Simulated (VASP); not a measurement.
Runs of VASP 6.6.1 on C. The structure is that of space group R-3m (No. 166), or close to it. The cells are those of the table. 

```tsv
cell	gap on the mesh (eV)	pressure (GPa)	largest force (eV/Å)
a = 2.478, b = 2.478, c = 3.541 Å, angles 110.4, 110.4, 60.0°, 2 atoms	0.49	-10.4	0.01
a = 2.581, b = 2.581, c = 3.336 Å, angles 112.6, 112.6, 60.0°, 2 atoms	0.10	(c)	0.09
a = 2.368, b = 2.368, c = 3.803 Å, angles 108.2, 108.2, 60.0°, 2 atoms	0.97	30.1	0.01
a = 2.514, b = 2.514, c = 3.466 Å, angles 111.2, 111.2, 60.0°, 2 atoms	0.30	-21.1	(b)
a = 2.301, b = 2.301, c = 3.990 Å, angles 106.8, 106.8, 60.0°, 2 atoms	1.20	(a)	0.02
a = 2.634, b = 2.634, c = 3.243 Å, angles 113.8, 113.8, 60.0°, 2 atoms	(d)	-50.1	0.17
a = 2.240, b = 2.240, c = 4.175 Å, angles 105.7, 105.7, 60.0°, 2 atoms	1.38	92.6	0.02
a = 2.405, b = 2.405, c = 3.710 Å, angles 108.9, 108.9, 60.0°, 2 atoms	0.82	15.3	0.01
```

Alike in all rows: task single point; level LDA; potentials or basis VASP PAW LDA potentials, release 64 (C); no spin polarisation; k mesh 14 × 14 × 10; cutoff (eV) 520; smearing gaussian 0.05 eV.

Q: Fill in the values left out.

A: (a) 60.9; (b) 0.03; (c) -38.8; (d) 0.24.

A k mesh can miss the band edges.
